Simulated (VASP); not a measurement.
# TiO2 (Fm-3m) in VASP: single point with r2SCAN

Aim: the single point of TiO2 with r2SCAN.

All numbers are computed with VASP 6.6.1; they aren't measurements. Logs are shortened: lines on timing, memory, paths and dates and some standing lists are left out, and cuts for length are marked.

## Step 1: The cell of the first run

The structure is cubic, space group Fm-3m (No. 225). The conventional cell has a = 4.794 Å, b = 4.794 Å, c = 4.794 Å, α = 90.00°, β = 90.00°, γ = 90.00°. Within 2.7 Å of Ti (site symmetry m-3m) lie 8 O at 2.08 Å. Within 2.7 Å of O (site symmetry -43m) lie 4 Ti at 2.08 Å and 6 O at 2.40 Å.

## Step 2: Single point, r2SCAN

Contents of POSCAR:

```
TiO2
1.0
    0.0000000000      2.3968295068      2.3968295068
    2.3968295068      0.0000000000      2.3968295068
    2.3968295068      2.3968295068      0.0000000000
Ti O
1 2
Direct
    0.0000000000      0.0000000000      0.0000000000
    0.7500000000      0.7500000000      0.7500000000
    0.2500000000      0.2500000000      0.2500000000
```

Contents of INCAR.step1:

```
SYSTEM = TiO2
PREC     = Accurate       ! precision mode
ENCUT    = 1480           ! plane-wave cutoff, eV
ISMEAR   = -1             ! smearing method
SIGMA    = 0.02           ! smearing width, eV
LREAL    = .False.        ! projectors in reciprocal space
LASPH    = .True.         ! aspherical terms in the spheres
NELM     = 120            ! most SCF steps
NBANDS   = 19             ! bands
GGA      = PE             ! functional
ALGO     = Normal         ! electronic algorithm
EDIFF    = 1E-5           ! SCF threshold, eV
LWAVE    = .True.         ! write WAVECAR
LCHARG   = .False.        ! write CHGCAR
GGA_COMPAT= .False.
```

Contents of INCAR.step2:

```
SYSTEM = TiO2
PREC     = Accurate       ! precision mode
ENCUT    = 1480           ! plane-wave cutoff, eV
EDIFF    = 1E-6           ! SCF threshold, eV
ISMEAR   = -1             ! smearing method
SIGMA    = 0.02           ! smearing width, eV
LREAL    = .False.        ! projectors in reciprocal space
LASPH    = .True.         ! aspherical terms in the spheres
NELM     = 120            ! most SCF steps
ALGO     = Normal         ! electronic algorithm
ISIF     = 2              ! what is computed and relaxed
LWAVE    = .False.        ! write WAVECAR
LCHARG   = .False.        ! write CHGCAR
METAGGA  = R2SCAN         ! meta-GGA
LMIXTAU  = .True.       
NBANDS   = 19             ! bands
ISTART   = 1            
GGA_COMPAT= .False.
```

Contents of KPOINTS:

```
Automatic mesh
0
Gamma
  8 8 8
  0 0 0
```

Potentials or basis: VASP PAW PBE potentials, release 64 (Ti_sv, O_h).

Run with:

```sh
$ cat potpaw_PBE.64/Ti_sv/POTCAR potpaw_PBE.64/O_h/POTCAR > POTCAR
$ cp INCAR.step1 INCAR
$ mpirun -np 1 vasp_std > vasp.out
$ cp INCAR.step2 INCAR
$ mpirun -np 1 vasp_std > vasp.out
```

OUTCAR:

```text
SYSTEM = TiO2
   PREC = Accurate
   ENCUT = 1480
   EDIFF = 1E-6
   ISMEAR = -1
   LREAL = .False.
   LASPH = .True.
   NELM = 120
   ISIF = 2
   METAGGA = R2SCAN
   ISTART = 1

 ion  position               nearest neighbor table
   1  0.000  0.000  0.000-   2 2.08   3 2.08   2 2.08   2 2.08   2 2.08   3 2.08   3 2.08   3 2.08

   2  0.750  0.750  0.750-   1 2.08   1 2.08   1 2.08   1 2.08
   3  0.250  0.250  0.250-   1 2.08   1 2.08   1 2.08   1 2.08

  LATTYP: Found a face centered cubic cell.
 ALAT       =     4.7936590136

  Lattice vectors:

 A1 = (   0.0000000000,   2.3968295068,   2.3968295068)
 A2 = (   2.3968295068,   0.0000000000,   2.3968295068)
 A3 = (   2.3968295068,   2.3968295068,   0.0000000000)

Analysis of symmetry for initial positions (statically):
=====================================================================
 Subroutine PRICEL returns:
 Original cell was already a primitive cell.

 Routine SETGRP: Setting up the symmetry group for a
 face centered cubic supercell.

 Subroutine GETGRP returns: Found 48 space group operations
 (whereof 48 operations were pure point group operations)
 out of a pool of 48 trial point group operations.

The static configuration has the point symmetry O_h .

Analysis of symmetry for dynamics (positions and initial velocities):
=====================================================================
 Subroutine PRICEL returns:
 Original cell was already a primitive cell.

 Routine SETGRP: Setting up the symmetry group for a
 face centered cubic supercell.

 Subroutine GETGRP returns: Found 48 space group operations
 (whereof 48 operations were pure point group operations)
 out of a pool of 48 trial point group operations.

The dynamic configuration has the point symmetry O_h .

 Subroutine INISYM returns: Found 48 space group operations
 (whereof 48 operations are pure point group operations),
 and found     1 'primitive' translations

----------------------------------------------------------------------------------------

                                     Primitive cell

  volume of cell :      27.5386

  direct lattice vectors                    reciprocal lattice vectors
     0.000000000  2.396829507  2.396829507    -0.208608914  0.208608914  0.208608914
     2.396829507  0.000000000  2.396829507     0.208608914 -0.208608914  0.208608914
     2.396829507  2.396829507  0.000000000     0.208608914  0.208608914 -0.208608914

  length of vectors
     3.389628795  3.389628795  3.389628795     0.361321238  0.361321238  0.361321238

  position of ions in fractional coordinates (direct lattice)
     0.000000000  0.000000000  0.000000000
     0.750000000  0.750000000  0.750000000
     0.250000000  0.250000000  0.250000000

  ion indices of the primitive-cell ions
   primitive index   ion index
                 1           1
                 2           2
                 3           3

----------------------------------------------------------------------------------------

 KPOINTS: Automatic mesh

Automatic generation of k-mesh.
 Grid dimensions read from file:
 generate k-points for:    8    8    8

 Generating k-lattice:

  Cartesian coordinates                     Fractional coordinates (reciprocal lattice)
    -0.026076114  0.026076114  0.026076114     0.125000000  0.000000000  0.000000000
     0.026076114 -0.026076114  0.026076114     0.000000000  0.125000000  0.000000000
     0.026076114  0.026076114 -0.026076114     0.000000000  0.000000000  0.125000000

  Length of vectors
     0.045165155  0.045165155  0.045165155

  Shift w.r.t. Gamma in fractional coordinates (k-lattice)
     0.000000000  0.000000000  0.000000000

 Subroutine IBZKPT returns following result:
 ===========================================

 Found     29 irreducible k-points:

 Following reciprocal coordinates:
            Coordinates               Weight
  0.000000  0.000000  0.000000      1.000000
  0.125000  0.000000  0.000000      8.000000
  0.250000  0.000000  0.000000      8.000000
  0.375000  0.000000  0.000000      8.000000
  0.500000  0.000000  0.000000      4.000000
  0.125000  0.125000  0.000000      6.000000
[... 16 lines left out ...]
  0.500000  0.250000  0.125000     48.000000
 -0.375000  0.250000  0.125000     24.000000
 [... further k-points ...]
   k-points           NKPTS =     29   k-points in BZ     NKDIM =     29   number of bands    NBANDS=     19
   number of dos      NEDOS =    301   number of ions     NIONS =      3
   total plane-waves  NPLWV = 110592
   dimension x,y,z NGX =    48 NGY =   48 NGZ =   48
   dimension x,y,z NGXF=    96 NGYF=   96 NGZF=   96
   ions per type =               1   2
   NGX,Y,Z   is equivalent  to a cutoff of  23.54, 23.54, 23.54 a.u.
   NGXF,Y,Z  is equivalent  to a cutoff of  47.08, 47.08, 47.08 a.u.
 SYSTEM =  TiO2
   PREC   = accura    normal or accurate (medium, high low for compatibility)
   ISTART =      1    job   : 0-new  1-cont  2-samecut
   ICHARG =      0    charge: 1-file 2-atom 10-const
   ISPIN  =      1    spin polarized calculation?
   LNONCOLLINEAR =      F non collinear calculations
   LSORBIT =      F    spin-orbit coupling
   LASPH  =      T    aspherical Exc in radial PAW
   ENCUT  = 1480.0 eV 108.78 Ry   10.43 a.u.  10.63 10.63 10.63*2*pi/ulx,y,z
   NELM   =    120;   NELMIN=  2; NELMDL=  0     # of ELM steps
   EDIFF  = 0.1E-05   stopping-criterion for ELM
   LREAL  =      F    real-space projection
   EDIFFG = 0.1E-04   stopping-criterion for IOM
   NSW    =      0    number of steps for IOM
   IBRION =     -1    ionic relax: 0-MD 1-quasi-New 2-CG
   NFREE  =      0    steps in history (QN), initial steepest desc. (CG)
   ISIF   =      2    stress and relaxation
   ISYM   =      2    0-nonsym 1-usesym 2-fastsym
   POTIM  = 0.5000    time-step for ionic-motion
   TEBEG  =    0.0;   TEEND  =   0.0 temperature during run
   PSTRESS=    0.0 pullay stress
   NELECT =      24.0000    total number of electrons
   NUPDOWN=      -1.0000    fix difference up-down
   EMIN   =  10.00;   EMAX   =-10.00  energy-range for DOS
   EFERMI =   0.00;   METHOD = LEGACY
   ISMEAR =    -1;   SIGMA  =   0.02  broadening in eV -4-tet -1-fermi 0-gaus
   EFERMI_NEDOS =   21; number of points for ismear=-14 and -15
   IALGO  =     38    algorithm
   IMIX   =      4    mixing-type and parameters
     AMIX     =   0.40;   BMIX     =  1.00
     AMIX_MAG =   1.60;   BMIX_MAG =  1.00
  volume/ion in A,a.u.               =       9.18        61.95
  Fermi-wavevector in a.u.,A,eV,Ry     =   1.563741  2.955042 33.270127  2.445285
  Thomas-Fermi vector in A             =   2.666467
   LORBIT       =      0    0 simple, 1 ext, 2 COOP (PROOUT), +10 PAW based schemes
   METAGGA = R2SCAN    functional components
   LHFCALC =     F    Hartree Fock is set to
   AEXX    =    0.0000 exact exchange contribution
   IVDW    =     0    specifies the selected vdW correction
   LEPSILON=     F    determine dielectric tensor
   LRPA    =     F    only Hartree local field effects (RPA)
 non-spin polarized calculation
  energy-cutoff  :     1480.00
  volume of cell :       27.54
 maximum number of plane-waves:      3591
 NGX is ok and might be reduce to    48
   NGX = 21   NGY = 21   NGZ = 21

 number of electron      24.0000000 magnetization

 Free energy of the ion-electron system (eV)
  ---------------------------------------------------
  ext. energy  EPLUGINS =         0.00000000
  ---------------------------------------------------
  free energy    TOTEN  =       -34.13274353 eV

  energy without entropy =      -34.13274353  energy(sigma->0) =      -34.13274353

 E-fermi :   8.2596     XC(G=0): -13.0639

 val. band max:        7.6748201659   @ k =   0.5000   0.5000   0.0000
 cond. band min:       9.2246263431   @ k =   0.0000   0.0000   0.0000
 fundamental gap:      1.5498061772
 Fermi energy:         8.2595545247

 k-point     1 :       0.0000    0.0000    0.0000
  band No.  band energies     occupation
      1     -52.3266      2.00000
      2     -27.3611      2.00000
      3     -27.3611      2.00000
      4     -27.3611      2.00000
      5     -13.0794      2.00000
      6      -9.2676      2.00000
[... 11 lines left out ...]
     18      15.9570      0.00000
     19      22.7191      0.00000

 k-point     2 :       0.1250    0.0000    0.0000
  band No.  band energies     occupation
      1     -52.3231      2.00000
      2     -27.4009      2.00000
      3     -27.3657      2.00000
      4     -27.3657      2.00000
      5     -12.8933      2.00000
      6      -9.4840      2.00000
[... 11 lines left out ...]
     18      16.5045      0.00000
     19      22.6064      0.00000

 k-point     3 :       0.2500    0.0000    0.0000
  band No.  band energies     occupation
      1     -52.3147      2.00000
      2     -27.4950      2.00000
      3     -27.3767      2.00000
      4     -27.3766      2.00000
      5     -12.4120      2.00000
      6      -9.9805      2.00000
[... 11 lines left out ...]
     18      17.7152      0.00000
     19      22.5108      0.00000

 k-point     4 :       0.3750    0.0000    0.0000
  band No.  band energies     occupation
      1     -52.3064      2.00000
      2     -27.5866      2.00000
      3     -27.3876      2.00000
      4     -27.3876      2.00000
      5     -11.8394      2.00000
      6     -10.4967      2.00000
[... 407 lines left out ...]
     18      18.2729      0.00000
     19      22.7027      0.00000

 k-point    23 :       0.5000    0.2500    0.1250
  band No.  band energies     occupation
      1     -52.3018      2.00000
      2     -27.5694      2.00000
      3     -27.4528      2.00000
      4     -27.4029      2.00000
      5     -11.5430      2.00000
      6     -10.6542      2.00000
[... 11 lines left out ...]
     18      19.0145      0.00000
     19      23.3490      0.00000

 k-point    24 :      -0.3750    0.2500    0.1250
  band No.  band energies     occupation
      1     -52.2990      2.00000
      2     -27.5875      2.00000
      3     -27.4660      2.00000
      4     -27.4090      2.00000
      5     -11.2511      2.00000
      6     -10.8838      2.00000
[... 11 lines left out ...]
     18      19.2140      0.00000
     19      23.8327      0.00000

 [... further k-points ...]

------------------------ aborting loop because EDIFF is reached ----------------------------------------

  FORCE on cell =-STRESS in cart. coord.  units (eV):
  Direction    XX          YY          ZZ          XY          YZ          ZX
  --------------------------------------------------------------------------------------
  -------------------------------------------------------------------------------------
  Total        0.2365563      0.2365563      0.2365563     -0.0000000      0.0000000     -0.0000000
  in kB       13.7626986     13.7626986     13.7626986     -0.0000000      0.0000000     -0.0000000
  external PRESSURE =      13.7626986 kB  Pullay stress =       0.0000000 kB

 VOLUME and BASIS-vectors are now :
 -----------------------------------------------------------------------------
  energy-cutoff  :     1480.00
  volume of cell :       27.54
      direct lattice vectors                 reciprocal lattice vectors
     0.000000000  2.396829507  2.396829507    -0.208608914  0.208608914  0.208608914
     2.396829507  0.000000000  2.396829507     0.208608914 -0.208608914  0.208608914
     2.396829507  2.396829507  0.000000000     0.208608914  0.208608914 -0.208608914

 POSITION                                       TOTAL-FORCE (eV/Angst)
 -----------------------------------------------------------------------------------
      0.00000      0.00000      0.00000        -0.000000     -0.000000     -0.000000
      3.59524      3.59524      3.59524        -0.000000     -0.000000     -0.000000
      1.19841      1.19841      1.19841         0.000000      0.000000      0.000000
 -----------------------------------------------------------------------------------
    total drift:                               -0.000000     -0.000000      0.000000

  FREE ENERGIE OF THE ION-ELECTRON SYSTEM (eV)
  ---------------------------------------------------
  free  energy   TOTEN  =       -34.1327435277 eV

  energy  without entropy=      -34.1327435277  energy(sigma->0) =      -34.13274353
```

It took 3.3 min on 1 thread of Intel Xeon 6975P-C (Granite Rapids), shared host; peak memory 0.41 GiB.

What came out:

```yaml
Free_energy: -34.1327 eV
Pressure: 1.4 GPa
Band_gap_on_the_k_mesh: 1.55 eV (least direct gap 2.25 eV)
```

Levels at points of the mesh, in eV from the valence-band top:
| k point | band 10 | band 11 | band 12 | band 13 | band 14 | band 15 |
| --- | --- | --- | --- | --- | --- | --- |
| (0.00, 0.00, 0.00) | -0.91 | -0.91 | -0.91 | 1.55 | 1.55 | 5.72 |
| (0.50, 0.00, 0.00) | -3.34 | -2.62 | -2.62 | 1.86 | 1.86 | 3.16 |
| (0.50, 0.50, 0.00) | -2.15 | -2.15 | 0.00 | 2.25 | 2.26 | 3.19 |

Caveat: the PAW data sets were made with another functional, which shifts forces and pressure a little.
